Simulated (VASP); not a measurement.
# Zr (P6_3/mmc) in VASP: a series of runs, part 2 of 2

VASP 6.6.1. Earlier steps stand in the parts before.

## Step 4: Single point, PBE (volume scaled by 0.98)

The input, INCAR:

```
  PREC = Accurate
  ENCUT = 520
  EDIFF = 1E-6
  ISMEAR = -1
  SIGMA = 0.05
  LREAL = F
  LASPH = T
  NELM = 80
  ALGO = Fast
  ISIF = 2
  LWAVE = F
  LCHARG = F
  GGA = PE
  NBANDS = 19
```

The input, KPOINTS:

```
regular mesh
0
Gamma
  9 9 5
```

The input, POSCAR:

```
Zr
1.0
    3.2103080712      0.0000000000      0.0000000000
   -1.6051540356      2.7802083436      0.0000000000
    0.0000000000      0.0000000000      5.1124553350
Zr
2
Direct
    0.6666666667      0.3333333333      0.7500000000
    0.3333333333      0.6666666667      0.2500000000
```

Potentials or basis: VASP PAW PBE potentials, release 64 (Zr_sv).

On the command line:

```sh
> cat potpaw_PBE.64/Zr_sv/POTCAR > POTCAR
> mpirun -np 1 vasp_std > vasp.out
```

OUTCAR:

```text
PREC = Accurate
   ENCUT = 520
   EDIFF = 1E-6
   ISMEAR = -1
   LREAL = F
   LASPH = T
   NELM = 80
   ISIF = 2
   GGA = PE

 ion  position               nearest neighbor table
   1  0.667  0.333  0.750-   2 3.16   2 3.16   2 3.16   2 3.16   2 3.16   2 3.16
   2  0.333  0.667  0.250-   1 3.16   1 3.16   1 3.16   1 3.16   1 3.16   1 3.16

  LATTYP: Found a hexagonal cell.
 ALAT       =     3.2103080712
 C/A-ratio  =     1.5925123763

  Lattice vectors:

 A1 = (   3.2103080712,   0.0000000000,   0.0000000000)
 A2 = (  -1.6051540356,   2.7802083436,   0.0000000000)
 A3 = (   0.0000000000,   0.0000000000,   5.1124553350)

Analysis of symmetry for initial positions (statically):
=====================================================================
 Subroutine PRICEL returns:
 Original cell was already a primitive cell.

 Routine SETGRP: Setting up the symmetry group for a
 hexagonal supercell.

 Subroutine GETGRP returns: Found 24 space group operations
 (whereof 12 operations were pure point group operations)
 out of a pool of 24 trial point group operations.

The static configuration has the point symmetry D_3d.
 The point group associated with its full space group is D_6h.

Analysis of symmetry for dynamics (positions and initial velocities):
=====================================================================
 Subroutine PRICEL returns:
 Original cell was already a primitive cell.

 Routine SETGRP: Setting up the symmetry group for a
 hexagonal supercell.

 Subroutine GETGRP returns: Found 24 space group operations
 (whereof 12 operations were pure point group operations)
 out of a pool of 24 trial point group operations.

The dynamic configuration has the point symmetry D_3d.
 The point group associated with its full space group is D_6h.

 Subroutine INISYM returns: Found 24 space group operations
[... 106 lines left out ...]
   TEBEG  =    0.0;   TEEND  =   0.0 temperature during run
   PSTRESS=    0.0 pullay stress
   NELECT =      24.0000    total number of electrons
   NUPDOWN=      -1.0000    fix difference up-down
   EMIN   =  10.00;   EMAX   =-10.00  energy-range for DOS
   EFERMI =   0.00;   METHOD = LEGACY
   ISMEAR =    -1;   SIGMA  =   0.05  broadening in eV -4-tet -1-fermi 0-gaus
   EFERMI_NEDOS =   21; number of points for ismear=-14 and -15
   IALGO  =     68    algorithm
   IMIX   =      4    mixing-type and parameters
     AMIX     =   0.40;   BMIX     =  1.00
     AMIX_MAG =   1.60;   BMIX_MAG =  1.00
  volume/ion in A,a.u.               =      22.82       153.96
  Fermi-wavevector in a.u.,A,eV,Ry     =   1.321480  2.497236 23.759995  1.746310
  Thomas-Fermi vector in A             =   2.451231
   LORBIT       =      0    0 simple, 1 ext, 2 COOP (PROOUT), +10 PAW based schemes
   GGA     = PE    functional components
   LHFCALC =     F    Hartree Fock is set to
   AEXX    =    0.0000 exact exchange contribution
   IVDW    =     0    specifies the selected vdW correction
   LEPSILON=     F    determine dielectric tensor
   LRPA    =     F    only Hartree local field effects (RPA)
 non-spin polarized calculation
 RMM-DIIS sequential band-by-band and
  energy-cutoff  :      520.00
  volume of cell :       45.63
 maximum number of plane-waves:      1254
 NGX is ok and might be reduce to    24
   NGX = 11   NGY = 11   NGZ = 19

 number of electron      24.0000000 magnetization

 Free energy of the ion-electron system (eV)
  ---------------------------------------------------
  ext. energy  EPLUGINS =         0.00000000
  ---------------------------------------------------
  free energy    TOTEN  =       -17.04452690 eV

  energy without entropy =      -17.02784697  energy(sigma->0) =      -17.03618693

 E-fermi :   9.2353     XC(G=0): -11.1743

 val. band max:        9.2279249140   @ k =   0.3333   0.3333   0.4000
 cond. band min:       9.2425727543   @ k =   0.1111  -0.0000   0.4000
 fundamental gap:      0.0146478403
 Fermi energy:         9.2353410379

 k-point     1 :       0.0000    0.0000    0.0000
  band No.  band energies     occupation
      1     -39.5798      2.00000
      2     -39.4118      2.00000
      3     -18.1397      2.00000
      4     -17.2139      2.00000
      5     -17.2139      2.00000
      6     -17.0661      2.00000
[... 505 lines left out ...]
      6     -17.5039      2.00000
[... 11 lines left out ...]
     18      13.7171      0.00000
     19      16.0940      0.00000

 [... further k-points ...]
[... 5 lines left out ...]
  --------------------------------------------------------------------------------------
  -------------------------------------------------------------------------------------
  Total        0.6073129      0.6073129      0.9088385      0.0000000     -0.0000000      0.0000000
  in kB       21.3240424     21.3240424     31.9112419      0.0000000     -0.0000000      0.0000000
  external PRESSURE =      24.8531089 kB  Pullay stress =       0.0000000 kB

 VOLUME and BASIS-vectors are now :
 -----------------------------------------------------------------------------
  energy-cutoff  :      520.00
  volume of cell :       45.63
      direct lattice vectors                 reciprocal lattice vectors
     3.210308071  0.000000000  0.000000000     0.311496585  0.179842637  0.000000000
    -1.605154036  2.780208344  0.000000000     0.000000000  0.359685274  0.000000000
     0.000000000  0.000000000  5.112455335     0.000000000  0.000000000  0.195600731

 POSITION                                       TOTAL-FORCE (eV/Angst)
 -----------------------------------------------------------------------------------
      1.60515      0.92674      3.83434         0.000000     -0.000000      0.000000
     -0.00000      1.85347      1.27811        -0.000000      0.000000      0.000000
 -----------------------------------------------------------------------------------
    total drift:                               -0.000000      0.000000     -0.000000

  FREE ENERGIE OF THE ION-ELECTRON SYSTEM (eV)
  ---------------------------------------------------
  free  energy   TOTEN  =       -17.0445269017 eV

  energy  without entropy=      -17.0278469677  energy(sigma->0) =      -17.03618693
```

stdout:

```text
POSCAR found type information on POSCAR Zr
 POSCAR found :  1 types and       2 ions
 scaLAPACK will be used
 LDA part: xc-table for (Slater+PW92), standard interpolation
 POSCAR, INCAR and KPOINTS ok, starting setup
 FFT: planning ... GRIDC
 FFT: planning ... GRID_SOFT
 FFT: planning ... GRID
 WAVECAR not read
 entering main loop
WARNING in EDDRMM: call to ZHEGV failed, returncode =   6  3      9
```

Run time: 24 s. Hardware: 1 thread of AMD EPYC 9R45 (Zen 5), shared host; peak memory 0.13 GiB.

Results:

- Free energy: -17.0445 eV
- Pressure: 2.5 GPa
- Band gap on the k mesh: zero (band 12 reaches 10.09 eV, above the bottom of band 13 at 8.97 eV)

Levels at points of the mesh, in eV from the Fermi level:
```tsv
k point	band 10	band 11	band 12	band 13	band 14	band 15
(0.00, 0.00, 0.00)	-3.10	0.85	0.85	1.01	1.24	1.56
```

## Step 5: Overview

```tsv
cell	gap on the mesh (eV)	pressure (GPa)
a = 3.166, b = 3.166, c = 5.042 Å, angles 90.0, 90.0, 120.0°, 2 atoms	none	7.0
a = 3.188, b = 3.188, c = 5.077 Å, angles 90.0, 90.0, 120.0°, 2 atoms	none	4.7
a = 3.210, b = 3.210, c = 5.112 Å, angles 90.0, 90.0, 120.0°, 2 atoms	none	2.5
```

Alike in all rows: task single point; level PBE; potentials or basis VASP PAW PBE potentials, release 64 (Zr_sv); no spin polarisation; k mesh 9 × 9 × 5; cutoff (eV) 520; smearing fermi-dirac 0.05 eV.

Absolute energies hang on the potentials; compare differences alone.
